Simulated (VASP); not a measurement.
Here is a VASP 6.6.1 calculation.

INCAR

```
SYSTEM = Rb
PREC = Accurate ; ENCUT = 520
EDIFF = 1E-6 ; ISMEAR = -1
SIGMA = 0.05 ; LREAL = .False.
LASPH = .True. ; NELM = 80
ALGO = Normal ; ISIF = 2
LWAVE = .False. ; LCHARG = .False.
GGA = PE ; NBANDS = 16
```

The input KPOINTS:

```
regular mesh
0
Gamma
  6 6 3
  0 0 0
```

POSCAR

```
Rb
1.0
    5.1219046930      0.0000000000      0.0000000000
   -2.5609523465      4.4356995799      0.0000000000
    0.0000000000      0.0000000000      8.4979672781
Rb
2
Direct
    0.6666666667      0.3333333333      0.7500000000
    0.3333333333      0.6666666667      0.2500000000
```

Potentials or basis: VASP PAW PBE potentials, release 64 (Rb_sv).

Launch:

```bash
$ cat potpaw_PBE.64/Rb_sv/POTCAR > POTCAR
$ mpirun -np 1 vasp_std > vasp.out
```

**Question.** Estimate the pressure.

**Answer.** -0.1 GPa.

**Question.** Predict the band gap on the k mesh.

**Answer.** Zero (bands 9 and 10 overlap by 1.73 eV).

Stress tensor (GPa, compression positive):
```
-0.08  0.00  0.00
 0.00 -0.08  0.00
 0.00  0.00 -0.19
```
